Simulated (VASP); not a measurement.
## Bi2Te3 (Tellurobismuthite): single point with PBE

Crystal: Bi2Te3 (Tellurobismuthite).

```xyz
5
Lattice="2.2085 1.2751 9.9467 -2.2085 1.2751 9.9467 0.0000 -2.5502 9.9467" Properties=species:S:1:pos:R:3 pbc="T T T"
Bi    0.0000    0.0000    5.6099
Bi    0.0000    0.0000   17.8443
Te    0.0000    0.0000   11.6078
Te    0.0000    0.0000   23.8720
Te    0.0000    0.0000    0.0000
```

* Program: VASP 6.6.1
* Task: single point
* Functional: PBE
* Potentials or basis: VASP PAW PBE potentials, release 64 (Bi_d, Te)
* Cutoff: 520 eV
* k mesh: 2 × 2 × 2
* Occupations: gaussian, width 0.01 eV
* Spin: no spin polarisation

The pressure is 3.1 GPa, the largest force is 1.285 eV/Å and the band gap on the k mesh is 0.13 eV, direct.

Forces on the atoms (eV/Å):
```
Bi   0.000  0.000 -0.402
Bi   0.000  0.000  1.285
Te   0.000  0.000 -0.422
Te   0.000  0.000  0.348
Te   0.000  0.000 -0.809
```

Stress tensor (GPa, compression positive):
```
 5.35  0.00  0.00
 0.00  5.35  0.00
 0.00  0.00 -1.29
```

Levels at points of the mesh, in eV from the valence-band top:
| k point | band 20 | band 21 | band 22 | band 23 | band 24 | band 25 | band 26 | band 27 | band 28 | band 29 |
| --- | --- | --- | --- | --- | --- | --- | --- | --- | --- | --- |
| (0.00, 0.00, 0.00) | -1.87 | -1.87 | -0.20 | -0.13 | -0.13 | 0.15 | 0.44 | 0.44 | 2.36 | 2.36 |
| (0.50, 0.00, 0.00) | -3.04 | -3.00 | -1.96 | -0.02 | 0.00 | 0.13 | 0.66 | 2.80 | 2.96 | 3.62 |
| (0.50, 0.50, 0.00) | -2.69 | -2.02 | -1.59 | -0.83 | -0.24 | 0.60 | 1.40 | 2.02 | 2.73 | 2.79 |
| (0.50, 0.50, 0.50) | -1.84 | -1.52 | -0.65 | -0.42 | -0.42 | 0.68 | 1.08 | 1.08 | 1.85 | 1.85 |

Run time: 3.5 min on 1 thread of Intel Xeon 6975P-C, with other jobs on the host, peak memory 0.84 GiB.

Caveat: the k points lie up to 0.83 Å⁻¹ apart; spin-orbit coupling is left out, which moves the levels of the heavy elements; forces of over 1 eV/Å act on the atoms, so gaps and moduli don't describe the material at rest. A k mesh can miss the band edges.
